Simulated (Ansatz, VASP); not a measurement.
**Two plane-wave programs on Al2O3**

```
CELL_PARAMETERS angstrom
2.45144 1.41534 4.46033
-2.45144 1.41534 4.46033
0.00000 -2.83068 4.46033
ATOMIC_POSITIONS crystal
Al 0.85215 0.85215 0.85215
Al 0.35215 0.35215 0.35215
Al 0.14785 0.14785 0.14785
Al 0.64785 0.64785 0.64785
O 0.44383 0.05617 0.75000
O 0.05617 0.75000 0.44383
O 0.55617 0.94383 0.25000
O 0.25000 0.55617 0.94383
O 0.94383 0.25000 0.55617
O 0.75000 0.44383 0.05617
```

Alike in both runs: task single point; functional PBE; k mesh 6 × 6 × 6; no spin polarisation.

```csv
,VASP,Ansatz
version,VASP 6.6.1,Ansatz 0.2.0
potentials or method,"VASP PAW PBE potentials, release 64 (Al, O)","plane waves, PAW"
plane-wave cutoff (eV),520,420
occupations,"gaussian, width 0.01 eV",fixed
valence electrons in the cell,48,48
```

|  | VASP | Ansatz | Ansatz less VASP |
| --- | --- | --- | --- |
| gap on the k mesh at the Fermi level (eV) | 5.14 | 5.15 | +0.006 |
| pressure (GPa) | -12.1 | -11.9 | +0.17 |
| traceless stress, the component that is largest in VASP (GPa) | 0.56 | 0.57 | +0.012 |
| rms of the force components (eV/Å) | 0.027 | 0.025 | -0.0011 |

Atom by atom the forces differ by 0.002 eV/Å (rms over components).
